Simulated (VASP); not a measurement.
# MoSe (Pm-3m) in VASP: further runs, part 2 of 2

VASP 6.6.1. Earlier steps stand in the parts before.

## Step 3: Single point, PBE+U, collinear spin

This run uses another cell than the first one, of 18.97 Å³/atom.

INCAR

```
SYSTEM = MoSe
ALGO = Normal
EDIFF = 1E-6
ENCUT = 520
GGA = PE
ISIF = 2
ISMEAR = 0
ISPIN = 2
LASPH = .TRUE.
LCHARG = .FALSE.
LDAU = .TRUE.
LDAUJ = 0 0
LDAUL = 2 -1
LDAUPRINT = 1
LDAUTYPE = 2
LDAUU = 4.38 0
LMAXMIX = 4
LORBIT = 11
LREAL = .FALSE.
LWAVE = .FALSE.
MAGMOM = 2 0
NBANDS = 21
NELM = 150
PREC = Accurate
SIGMA = 0.1
```

KPOINTS

```
k-points
0
G
  12 12 12
  0 0 0
```

POSCAR

```
MoSe
1.0
    3.3601034263      0.0000000000      0.0000000000
    0.0000000000      3.3601034263      0.0000000000
    0.0000000000      0.0000000000      3.3601034263
Mo Se
1 1
Direct
    0.0000000000      0.0000000000      0.0000000000
    0.5000000000      0.5000000000      0.5000000000
```

Potentials or basis: VASP PAW PBE potentials, release 64 (Mo_sv, Se).

Run with:

```bash
$ cat potpaw_PBE.64/Mo_sv/POTCAR potpaw_PBE.64/Se/POTCAR > POTCAR
$ mpirun -np 1 vasp_std > vasp.out
```

OUTCAR:

```text
SYSTEM = MoSe
   EDIFF = 1E-6
   ENCUT = 520
   GGA = PE
   ISIF = 2
   ISMEAR = 0
   ISPIN = 2
   LASPH = .TRUE.
   LORBIT = 11
   LREAL = .FALSE.
   NELM = 150
   PREC = Accurate

 ion  position               nearest neighbor table
   1  0.000  0.000  0.000-   2 2.91   2 2.91   2 2.91   2 2.91   2 2.91   2 2.91   2 2.91   2 2.91

   2  0.500  0.500  0.500-   1 2.91   1 2.91   1 2.91   1 2.91   1 2.91   1 2.91   1 2.91   1 2.91

  LATTYP: Found a simple cubic cell.
 ALAT       =     3.3601034263

  Lattice vectors:

 A1 = (   3.3601034263,   0.0000000000,   0.0000000000)
 A2 = (   0.0000000000,   3.3601034263,   0.0000000000)
 A3 = (   0.0000000000,   0.0000000000,   3.3601034263)

Analysis of symmetry for initial positions (statically):
=====================================================================
 Subroutine PRICEL returns:
 Original cell was already a primitive cell.

 Routine SETGRP: Setting up the symmetry group for a
 simple cubic supercell.

[... 232 lines left out ...]
      4     -27.5074      1.00000
      5      -6.4648      1.00000
      6       5.5477      1.00000
[... 1145 lines left out ...]
     20      23.3207      0.00000
     21      25.2560      0.00000

 [... further k-points ...]

------------------------ aborting loop because EDIFF is reached ----------------------------------------

  FORCE on cell =-STRESS in cart. coord.  units (eV):
  Direction    XX          YY          ZZ          XY          YZ          ZX
  --------------------------------------------------------------------------------------
  -------------------------------------------------------------------------------------
  Total       -1.9400154     -1.9400154     -1.9400154      0.0000000      0.0000000     -0.0000000
  in kB      -81.9328049    -81.9328049    -81.9328049      0.0000000      0.0000000     -0.0000000
  external PRESSURE =     -81.9328049 kB  Pullay stress =       0.0000000 kB

 VOLUME and BASIS-vectors are now :
 -----------------------------------------------------------------------------
  energy-cutoff  :      520.00
  volume of cell :       37.94
      direct lattice vectors                 reciprocal lattice vectors
     3.360103426  0.000000000  0.000000000     0.297609887  0.000000000  0.000000000
     0.000000000  3.360103426  0.000000000     0.000000000  0.297609887  0.000000000
     0.000000000  0.000000000  3.360103426     0.000000000  0.000000000  0.297609887

 POSITION                                       TOTAL-FORCE (eV/Angst)
 -----------------------------------------------------------------------------------
      0.00000      0.00000      0.00000         0.000000      0.000000      0.000000
      1.68005      1.68005      1.68005         0.000000      0.000000      0.000000
 -----------------------------------------------------------------------------------
    total drift:                               -0.000000      0.000000     -0.000000

  FREE ENERGIE OF THE ION-ELECTRON SYSTEM (eV)
  ---------------------------------------------------
  free  energy   TOTEN  =        -9.4156205961 eV

  energy  without entropy=       -9.4121764615  energy(sigma->0) =       -9.41389853

 total charge

# of ion       s       p       d       tot
------------------------------------------
    1        2.207   6.077   3.791  12.076
    2        1.490   2.222   0.071   3.783
--------------------------------------------------
tot          3.697   8.299   3.863  15.859

 magnetization (x)

# of ion       s       p       d       tot
------------------------------------------
    1        0.033   0.029   2.098   2.160
    2        0.027  -0.286   0.021  -0.238
--------------------------------------------------
tot          0.060  -0.257   2.120   1.922
```

OSZICAR:

```text
N       E                     dE             d eps       ncg     rms          rms(c)
DAV:   1     0.139019408845E+03    0.13902E+03   -0.10186E+04  7104   0.909E+02
DAV:   2    -0.560980671233E+01   -0.14463E+03   -0.13995E+03  8177   0.262E+02
DAV:   3    -0.932628058274E+01   -0.37165E+01   -0.36761E+01  8402   0.381E+01
DAV:   4    -0.934013527825E+01   -0.13855E-01   -0.13852E-01  7789   0.271E+00
DAV:   5    -0.934019507764E+01   -0.59799E-04   -0.59800E-04  8489   0.182E-01    0.101E+01
DAV:   6    -0.933504586440E+01    0.51492E-02   -0.39604E+00  7501   0.110E+01    0.553E+00
DAV:   7    -0.940336898688E+01   -0.68323E-01   -0.20511E-01  7871   0.298E+00    0.260E+00
DAV:   8    -0.941288071470E+01   -0.95117E-02   -0.35041E-02  7952   0.116E+00    0.143E+00
DAV:   9    -0.941447244119E+01   -0.15917E-02   -0.47285E-03  8217   0.421E-01    0.438E-01
DAV:  10    -0.941528118099E+01   -0.80874E-03   -0.98012E-04  7881   0.193E-01    0.143E-01
DAV:  11    -0.941552837064E+01   -0.24719E-03   -0.29841E-04  8201   0.859E-02    0.516E-02
DAV:  12    -0.941558653659E+01   -0.58166E-04   -0.12605E-04  8019   0.410E-02    0.244E-02
DAV:  13    -0.941561560932E+01   -0.29073E-04   -0.63490E-05  8171   0.277E-02    0.116E-02
DAV:  14    -0.941561941038E+01   -0.38011E-05   -0.48253E-06  6945   0.968E-03    0.620E-03
DAV:  15    -0.941562043269E+01   -0.10223E-05   -0.15606E-06  4383   0.444E-03    0.197E-03
DAV:  16    -0.941562059606E+01   -0.16337E-06   -0.23550E-07  4033   0.239E-03
   1 F= -.94156206E+01 E0= -.94138985E+01  d E =-.344413E-02  mag=     2.1073
```

stdout:

```text
POSCAR found type information on POSCAR MoSe
 POSCAR found :  2 types and       2 ions
 scaLAPACK will be used
 LDA part: xc-table for (Slater+PW92), standard interpolation
 POSCAR, INCAR and KPOINTS ok, starting setup
 FFT: planning ... GRIDC
 FFT: planning ... GRID_SOFT
 FFT: planning ... GRID
 WAVECAR not read
 entering main loop
```

Wall time 4.4 min (1 thread of Intel Xeon 8259CL, shared host); peak memory 0.24 GiB.

Results:

| Property | Result |
| --- | --- |
| Free energy | -9.4156 eV |
| Pressure | -8.2 GPa |
| Net moment | 2.11 μB per cell |
| Site moments | Mo +2.16; Se -0.24 μB |
| Valence electrons inside the program's atomic spheres | Mo 12.08; Se 3.78 |

Levels at points of the mesh, in eV from the Fermi level:
Spin up:
| k point | band 9 | band 10 | band 11 | band 12 | band 13 | band 14 |
| --- | --- | --- | --- | --- | --- | --- |
| (0.00, 0.00, 0.00) | -1.77 | -1.77 | -1.47 | -1.47 | -1.47 | 1.03 |
| (0.50, 0.00, 0.00) | -2.54 | -1.30 | 0.81 | 2.12 | 2.12 | 4.21 |
| (0.50, 0.50, 0.00) | -2.44 | -2.44 | -1.75 | -0.45 | 0.97 | 3.15 |
| (0.50, 0.50, 0.50) | 1.05 | 1.05 | 2.03 | 2.03 | 2.03 | 2.28 |
Spin down:
| k point | band 6 | band 7 | band 8 | band 9 | band 10 | band 11 | band 12 | band 13 |
| --- | --- | --- | --- | --- | --- | --- | --- | --- |
| (0.00, 0.00, 0.00) | -1.92 | -1.92 | -1.92 | -1.88 | -1.88 | 1.71 | 2.93 | 2.93 |
| (0.50, 0.00, 0.00) | -7.35 | -2.39 | -2.39 | -1.09 | 2.38 | 3.23 | 4.61 | 4.64 |
| (0.50, 0.50, 0.00) | -5.44 | -5.44 | -1.87 | -0.72 | 1.48 | 1.48 | 1.78 | 2.76 |
| (0.50, 0.50, 0.50) | -5.71 | -5.71 | -5.71 | 2.78 | 2.78 | 2.78 | 2.84 | 2.84 |

Eigenvalues of the final occupation matrices:
```tsv
site	spin	trace	eigenvalues
site 1 d	1	2.97	0.45 0.45 0.69 0.69 0.69
site 1 d	2	0.86	0.08 0.08 0.08 0.31 0.31
```

Caveat: the cell stands under tension.

## Step 4: Single point, PBE+U, collinear spin

This run uses another cell than the first one, of 22.06 Å³/atom.

INCAR

```
PREC = Accurate
ENCUT = 520
EDIFF = 1E-6
ISMEAR = 0
SIGMA = 0.1
LREAL = F
LASPH = T
NELM = 150
ALGO = Normal
ISIF = 2
LWAVE = F
LCHARG = F
ISPIN = 2
MAGMOM = 2 0
LORBIT = 11
LMAXMIX = 4
LDAU = T
LDAUTYPE = 2
LDAUL = 2 -1
LDAUU = 4.38 0
LDAUJ = 0 0
LDAUPRINT = 1
GGA = PE
NBANDS = 21
```

KPOINTS

```
regular mesh
0
Gamma
  12 12 12
```

POSCAR

```
MoSe
1.0
    3.5333486654      0.0000000000      0.0000000000
    0.0000000000      3.5333486654      0.0000000000
    0.0000000000      0.0000000000      3.5333486654
Mo Se
1 1
Direct
    0.0000000000      0.0000000000      0.0000000000
    0.5000000000      0.5000000000      0.5000000000
```

Potentials or basis: VASP PAW PBE potentials, release 64 (Mo_sv, Se).

Run with:

```bash
$ cat potpaw_PBE.64/Mo_sv/POTCAR potpaw_PBE.64/Se/POTCAR > POTCAR
$ mpirun -np 1 vasp_std > vasp.out
```

OUTCAR:

```text
PREC = Accurate
   ENCUT = 520
   EDIFF = 1E-6
   ISMEAR = 0
   LREAL = F
   LASPH = T
   NELM = 150
   ISIF = 2
   ISPIN = 2
   LORBIT = 11
   GGA = PE

 ion  position               nearest neighbor table
   1  0.000  0.000  0.000-   2 3.06   2 3.06   2 3.06   2 3.06   2 3.06   2 3.06   2 3.06   2 3.06

   2  0.500  0.500  0.500-   1 3.06   1 3.06   1 3.06   1 3.06   1 3.06   1 3.06   1 3.06   1 3.06

  LATTYP: Found a simple cubic cell.
 ALAT       =     3.5333486654

  Lattice vectors:

 A1 = (   3.5333486654,   0.0000000000,   0.0000000000)
 A2 = (   0.0000000000,   3.5333486654,   0.0000000000)
 A3 = (   0.0000000000,   0.0000000000,   3.5333486654)

Analysis of symmetry for initial positions (statically):
=====================================================================
 Subroutine PRICEL returns:
 Original cell was already a primitive cell.

 Routine SETGRP: Setting up the symmetry group for a
 simple cubic supercell.

 Subroutine GETGRP returns: Found 48 space group operations
 (whereof 48 operations were pure point group operations)
 out of a pool of 48 trial point group operations.

The static configuration has the point symmetry O_h .

Analysis of symmetry for dynamics (positions and initial velocities):
=====================================================================
 Subroutine PRICEL returns:
 Original cell was already a primitive cell.

 Routine SETGRP: Setting up the symmetry group for a
 simple cubic supercell.

 Subroutine GETGRP returns: Found 48 space group operations
 (whereof 48 operations were pure point group operations)
 out of a pool of 48 trial point group operations.

The dynamic configuration has the point symmetry O_h .

Analysis of structural, dynamic, and magnetic symmetry:
=====================================================================
 Subroutine PRICEL returns:
 Original cell was already a primitive cell.

 Routine SETGRP: Setting up the symmetry group for a
 simple cubic supercell.

 Subroutine GETGRP returns: Found 48 space group operations
 (whereof 48 operations were pure point group operations)
 out of a pool of 48 trial point group operations.

The overall configuration has the point symmetry O_h .

 Subroutine INISYM returns: Found 48 space group operations
 (whereof 48 operations are pure point group operations),
 and found     1 'primitive' translations

----------------------------------------------------------------------------------------

                                     Primitive cell

  volume of cell :      44.1123

[... 109 lines left out ...]
  volume/ion in A,a.u.               =      22.06       148.84
  Fermi-wavevector in a.u.,A,eV,Ry     =   1.257665  2.376642 21.520627  1.581721
  Thomas-Fermi vector in A             =   2.391313
   LORBIT       =     11    0 simple, 1 ext, 2 COOP (PROOUT), +10 PAW based schemes
 LDA+U is selected, type is set to LDAUTYPE =  2
   angular momentum for each species LDAUL =     2   -1
   U (eV)           for each species LDAUU =   4.4  0.0
   J (eV)           for each species LDAUJ =   0.0  0.0
   GGA     = PE    functional components
   LHFCALC =     F    Hartree Fock is set to
   AEXX    =    0.0000 exact exchange contribution
   IVDW    =     0    specifies the selected vdW correction
   LEPSILON=     F    determine dielectric tensor
   LRPA    =     F    only Hartree local field effects (RPA)
 spin polarized calculation
 Gauss-broadening in eV      SIGMA  =   0.10
  energy-cutoff  :      520.00
  volume of cell :       44.11
 maximum number of plane-waves:      1213
 NGX is ok and might be reduce to    28
   NGX = 13   NGY = 13   NGZ = 13

atom =   1  type =  1  l = 2

 onsite density matrix

spin component  1

  0.7192 -0.0000  0.0000  0.0000  0.0000
 -0.0000  0.7192  0.0000 -0.0000  0.0000
  0.0000  0.0000  0.8294  0.0000 -0.0000
  0.0000 -0.0000  0.0000  0.7192 -0.0000
  0.0000  0.0000 -0.0000 -0.0000  0.8294

spin component  2

  0.0453  0.0000 -0.0000 -0.0000 -0.0000
  0.0000  0.0453 -0.0000 -0.0000 -0.0000
 -0.0000 -0.0000  0.0097 -0.0000  0.0000
 -0.0000 -0.0000 -0.0000  0.0453  0.0000
 -0.0000 -0.0000  0.0000  0.0000  0.0097

 occupancies and eigenvectors

  o =  0.0097  v =  0.0000  0.0000  0.0000  0.0000  0.0000  0.0000  0.0000 -0.0002 -0.0000  1.0000      0.0000  0.0000  0.0000  0.0000  0.0000  0.0000  0.0000  0.0000  0.0000  0.0000
  o =  0.0097  v =  0.0000  0.0000  0.0000  0.0000  0.0000 -0.0000 -0.0000 -1.0000 -0.0000 -0.0002      0.0000  0.0000  0.0000  0.0000  0.0000  0.0000  0.0000  0.0000  0.0000  0.0000
  o =  0.0453  v =  0.0000  0.0000  0.0000  0.0000  0.0000  0.0003  0.0005 -0.0000  1.0000  0.0000      0.0000  0.0000  0.0000  0.0000  0.0000  0.0000  0.0000  0.0000  0.0000  0.0000
  o =  0.0453  v =  0.0000  0.0000  0.0000  0.0000  0.0000 -0.0001  1.0000 -0.0000 -0.0005 -0.0000      0.0000  0.0000  0.0000  0.0000  0.0000  0.0000  0.0000  0.0000  0.0000  0.0000
  o =  0.0453  v =  0.0000  0.0000  0.0000  0.0000  0.0000  1.0000  0.0001 -0.0000 -0.0003 -0.0000      0.0000  0.0000  0.0000  0.0000  0.0000  0.0000  0.0000  0.0000  0.0000  0.0000
  o =  0.7192  v =  1.0000  0.0000  0.0000  0.0000  0.0000  0.0000  0.0000  0.0000  0.0000  0.0000      0.0000  0.0000  0.0000  0.0000  0.0000  0.0000  0.0000  0.0000  0.0000  0.0000
  o =  0.7192  v =  0.0000  0.9955  0.0000  0.0943 -0.0000  0.0000  0.0000  0.0000  0.0000  0.0000      0.0000  0.0000  0.0000  0.0000  0.0000  0.0000  0.0000  0.0000  0.0000  0.0000
  o =  0.7192  v =  0.0000  0.0943  0.0000 -0.9955  0.0000  0.0000  0.0000  0.0000  0.0000  0.0000      0.0000  0.0000  0.0000  0.0000  0.0000  0.0000  0.0000  0.0000  0.0000  0.0000
  o =  0.8294  v =  0.0000  0.0000 -1.0000 -0.0000 -0.0000  0.0000  0.0000  0.0000  0.0000  0.0000      0.0000  0.0000  0.0000  0.0000  0.0000  0.0000  0.0000  0.0000  0.0000  0.0000
  o =  0.8294  v =  0.0000  0.0000 -0.0000  0.0000  1.0000  0.0000  0.0000  0.0000  0.0000  0.0000      0.0000  0.0000  0.0000  0.0000  0.0000  0.0000  0.0000  0.0000  0.0000  0.0000

 number of electron      20.0000003 magnetization       3.9959052

 Free energy of the ion-electron system (eV)
  ---------------------------------------------------
  ext. energy  EPLUGINS =         0.00000000
  ---------------------------------------------------
  free energy    TOTEN  =        -9.81184946 eV

  energy without entropy =       -9.80975754  energy(sigma->0) =       -9.81080350

 E-fermi :   7.0664     XC(G=0): -10.6146

 val. band max:        7.0615065360   @ k =   0.4167   0.4167   0.3333
 cond. band min:       7.1207614885   @ k =   0.5000   0.3333   0.0000
 fundamental gap:      0.0592549524
 Fermi energy:         7.0664014986

 spin component 1

 k-point     1 :       0.0000    0.0000    0.0000
  band No.  band energies     occupation
      1     -54.8306      1.00000
      2     -29.0300      1.00000
      3     -29.0300      1.00000
      4     -29.0300      1.00000
      5      -7.2595      1.00000
      6       2.7843      1.00000
[... 1145 lines left out ...]
     20      20.7393      0.00000
     21      22.6017      0.00000

 [... further k-points ...]
[... 5 lines left out ...]
  --------------------------------------------------------------------------------------
  -------------------------------------------------------------------------------------
  Total       -0.6986040     -0.6986040     -0.6986040     -0.0000000     -0.0000000     -0.0000000
  in kB      -25.3736052    -25.3736052    -25.3736052     -0.0000000     -0.0000000     -0.0000000
  external PRESSURE =     -25.3736052 kB  Pullay stress =       0.0000000 kB

 VOLUME and BASIS-vectors are now :
 -----------------------------------------------------------------------------
  energy-cutoff  :      520.00
  volume of cell :       44.11
      direct lattice vectors                 reciprocal lattice vectors
     3.533348665  0.000000000  0.000000000     0.283017640  0.000000000  0.000000000
     0.000000000  3.533348665  0.000000000     0.000000000  0.283017640  0.000000000
     0.000000000  0.000000000  3.533348665     0.000000000  0.000000000  0.283017640

 POSITION                                       TOTAL-FORCE (eV/Angst)
 -----------------------------------------------------------------------------------
      0.00000      0.00000      0.00000         0.000000      0.000000      0.000000
      1.76667      1.76667      1.76667         0.000000      0.000000      0.000000
 -----------------------------------------------------------------------------------
    total drift:                               -0.000000      0.000000     -0.000000

  FREE ENERGIE OF THE ION-ELECTRON SYSTEM (eV)
  ---------------------------------------------------
  free  energy   TOTEN  =        -9.8118494644 eV

  energy  without entropy=       -9.8097575418  energy(sigma->0) =       -9.81080350

 total charge

# of ion       s       p       d       tot
------------------------------------------
    1        2.160   6.038   3.936  12.135
    2        1.487   2.254   0.033   3.774
--------------------------------------------------
tot          3.648   8.292   3.969  15.909

 magnetization (x)

# of ion       s       p       d       tot
------------------------------------------
    1        0.059   0.041   3.632   3.732
    2        0.023  -0.303   0.021  -0.259
--------------------------------------------------
tot          0.083  -0.263   3.653   3.473
```

OSZICAR:

```text
N       E                     dE             d eps       ncg     rms          rms(c)
DAV:   1     0.135763719256E+03    0.13576E+03   -0.99920E+03  7096   0.893E+02
DAV:   2    -0.490916272184E+01   -0.14067E+03   -0.13612E+03  8256   0.253E+02
DAV:   3    -0.877056434342E+01   -0.38614E+01   -0.38171E+01  8417   0.376E+01
[... 13 lines left out ...]
DAV: 114    -0.980490881780E+01   -0.51964E-02   -0.94445E-04  7786   0.193E-01    0.454E-01
DAV: 115    -0.981022332695E+01   -0.53145E-02   -0.22916E-03  7851   0.310E-01    0.222E-01
DAV: 116    -0.981184294882E+01   -0.16196E-02   -0.19431E-03  8131   0.287E-01    0.177E-02
DAV: 117    -0.981184930431E+01   -0.63555E-05   -0.48779E-05  7719   0.364E-02    0.149E-02
DAV: 118    -0.981184946445E+01   -0.16013E-06   -0.92789E-08  5674   0.226E-03
   1 F= -.98118495E+01 E0= -.98108035E+01  d E =-.209192E-02  mag=     3.9950
```

stdout:

```text
POSCAR found type information on POSCAR MoSe
 POSCAR found :  2 types and       2 ions
 scaLAPACK will be used
 LDA part: xc-table for (Slater+PW92), standard interpolation
 POSCAR, INCAR and KPOINTS ok, starting setup
 FFT: planning ... GRIDC
 FFT: planning ... GRID_SOFT
 FFT: planning ... GRID
 WAVECAR not read
 entering main loop
```

It took 22 min on 1 thread of Intel Xeon 8259CL, shared host; peak memory 0.27 GiB.

What came out:

| Property | Result |
| --- | --- |
| Free energy | -9.8118 eV |
| Pressure | -2.5 GPa |
| Band gap on the k mesh | zero (filled and empty bands overlap) |
| Net moment | 4.00 μB per cell |
| Site moments | Mo +3.73; Se -0.26 μB |
| Valence electrons inside the program's atomic spheres | Mo 12.13; Se 3.77 |

Eigenvalues of the final occupation matrices:
```csv
site,spin,trace,eigenvalues
site 1 d,1,3.82,0.72 0.72 0.72 0.83 0.83
site 1 d,2,0.16,0.01 0.01 0.05 0.05 0.05
```

## Step 5: The runs side by side

| cell | gap on the mesh (eV) | pressure (GPa) | moment (μB) |
| --- | --- | --- | --- |
| a = 3.280 Å, 2 atoms | none | -1.1 | 2.01 |
| a = 3.360 Å, 2 atoms | none | -8.2 | 2.11 |
| a = 3.533 Å, 2 atoms | none | -2.5 | 4.00 |

Alike in all rows: task single point; level PBE+U; potentials or basis VASP PAW PBE potentials, release 64 (Mo_sv, Se); spin collinear; Mo d U = 4.38 eV; k mesh 12 × 12 × 12; cutoff (eV) 520; smearing gaussian 0.1 eV.

Caveats: the cell stands under tension (at least some runs).

Absolute energies hang on the potentials; compare differences alone.
